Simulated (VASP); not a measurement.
Set up this calculation in VASP 6.6.1, as the native input.

| Item | Value |
| --- | --- |
| Task | single point |
| Functional | PBEsol |
| Potentials or basis | VASP PAW PBE potentials, release 64 (Os, Ge_d) |
| Cutoff | 520 eV |
| k mesh | 10 × 10 × 10 |
| Occupations | gaussian, width 0.05 eV |
| Spin | no spin polarisation |
| Dipole correction | no |
| k mesh for the DOS | 15 × 15 × 15 |
| Occupations for the DOS | tetrahedron |
| Further INCAR settings | ALGO = Normal; EDIFF = 1e-06; NBANDS = 22 |

GeOs2:

```
CELL_PARAMETERS angstrom
0.00000 2.86546 2.86546
2.86546 0.00000 2.86546
2.86546 2.86546 0.00000
ATOMIC_POSITIONS crystal
Os 0.25000 0.25000 0.25000
Os 0.75000 0.75000 0.75000
Ge 0.00000 0.00000 0.00000
```

These files were run (other wordings do the same):

POSCAR

```
GeOs2
1.0
    0.0000000000      2.8654562557      2.8654562557
    2.8654562557      0.0000000000      2.8654562557
    2.8654562557      2.8654562557      0.0000000000
Os Ge
2 1
Direct
    0.2500000000      0.2500000000      0.2500000000
    0.7500000000      0.7500000000      0.7500000000
    0.0000000000      0.0000000000      0.0000000000
```

INCAR.step1

```
ALGO = Normal
EDIFF = 1E-6
ENCUT = 520
GGA = PS
ISIF = 2
ISMEAR = 0
LASPH = True
LCHARG = True
LMAXMIX = 4
LREAL = False
LWAVE = False
NBANDS = 22
NELM = 60
PREC = Accurate
SIGMA = 0.05
```

KPOINTS.step1

```
k-points
0
Gamma
  10 10 10
```

INCAR.step2

```
ALGO = Normal
EDIFF = 1E-6
ENCUT = 520
GGA = PS
ICHARG = 11
ISIF = 2
ISMEAR = -5
LASPH = True
LCHARG = False
LMAXMIX = 4
LORBIT = 10
LREAL = False
LWAVE = False
NBANDS = 22
NEDOS = 2001
NELM = 60
PREC = Accurate
SIGMA = 0.05
```

KPOINTS.step2

```
k-points
0
Gamma
  15 15 15
```

Potentials or basis: VASP PAW PBE potentials, release 64 (Os, Ge_d).

Command:

```bash
$ cat potpaw_PBE.64/Os/POTCAR potpaw_PBE.64/Ge_d/POTCAR > POTCAR
$ cp INCAR.step1 INCAR
$ cp KPOINTS.step1 KPOINTS
$ mpirun -np 1 vasp_std > vasp.out
$ cp INCAR.step2 INCAR
$ cp KPOINTS.step2 KPOINTS
$ mpirun -np 1 vasp_std > vasp.out
```

Results of the run:

The valence electrons inside the program's atomic spheres are Os 7.28; Ge 12.78.

Run time: 2.7 min on 1 thread of Intel Xeon 8259CL (shared host), peak memory 0.25 GiB.
